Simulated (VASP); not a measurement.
A run of VASP 6.6.1:

INCAR

```
PREC = Accurate
ENCUT = 520
EDIFF = 1E-6
ISMEAR = 0
SIGMA = 0.01
LREAL = False
LASPH = True
NELM = 60
ALGO = Normal
ISIF = 2
LWAVE = False
LCHARG = False
NBANDS = 26
```

Contents of KPOINTS:

```
regular mesh
0
Gamma
  6 6 4
```

POSCAR

```
ZnS
1.0
    3.7382324459      0.0000000000      0.0000000000
   -1.8691162230      3.2374042634      0.0000000000
    0.0000000000      0.0000000000      6.1122827871
Zn S
2 2
Direct
    0.3333333333      0.6666666667      0.0051437408
    0.6666666667      0.3333333333      0.5051437408
    0.3333333333      0.6666666667      0.3798562592
    0.6666666667      0.3333333333      0.8798562592
```

Potentials or basis: VASP PAW LDA potentials, release 64 (Zn, S).

The run is started by

```bash
$ cat potpaw_LDA.64/Zn/POTCAR potpaw_LDA.64/S/POTCAR > POTCAR
$ mpirun -np 1 vasp_std > vasp.out
```

Hardware: 1 thread of Intel(R) Xeon(R) 6975P-C (Granite Rapids), with other jobs on the host.

Question: Estimate the wall time of this run.

Answer: Wall time 15 s on 1 thread of Intel(R) Xeon(R) 6975P-C (Granite Rapids) (shared host), peak memory 0.17 GiB. Counts: scf iterations 12, k points 21.
